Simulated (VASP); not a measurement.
Here is a VASP 6.6.1 calculation.

File INCAR:

```
ALGO = Normal ; EDIFF = 1E-7
ENCUT = 520 ; GGA = CA
ISIF = 2 ; ISMEAR = 0
LASPH = T ; LCHARG = F
LREAL = F ; LWAVE = F
NBANDS = 20 ; NELM = 60
PREC = Accurate ; SIGMA = 0.01
```

The input KPOINTS:

```
k-points
0
Gamma
  10 10 10
```

POSCAR

```
WSe2
1.0
    1.6510739551      0.9532479924      6.5796479690
   -1.6510739551      0.9532479924      6.5796479690
    0.0000000000     -1.9064959848      6.5796479690
W Se
1 2
Direct
   -0.0000183143     -0.0000183143     -0.0000183143
    0.4176504313      0.4176504313      0.4176504313
    0.2490345496      0.2490345496      0.2490345496
```

Potentials or basis: VASP PAW LDA potentials, release 64 (W_sv, Se).

Launch:

```console
$ cat potpaw_LDA.64/W_sv/POTCAR potpaw_LDA.64/Se/POTCAR > POTCAR
$ mpirun -np 1 vasp_std > vasp.out
```

Task: Estimate the pressure.

Result: -3.5 GPa.

Task: Estimate the largest force.

Result: 0.179 eV/Å.

Task: Predict the band gap on the k mesh.

Result: 1.02 eV (least direct gap 1.85 eV).

Forces on the atoms (eV/Å):
```
W    0.000  0.000  0.000
Se   0.000  0.000 -0.179
Se   0.000  0.000  0.178
```

Caveat: the cell stands under tension; spin-orbit coupling is left out, which moves the levels of the heavy elements. A k mesh can miss the band edges.
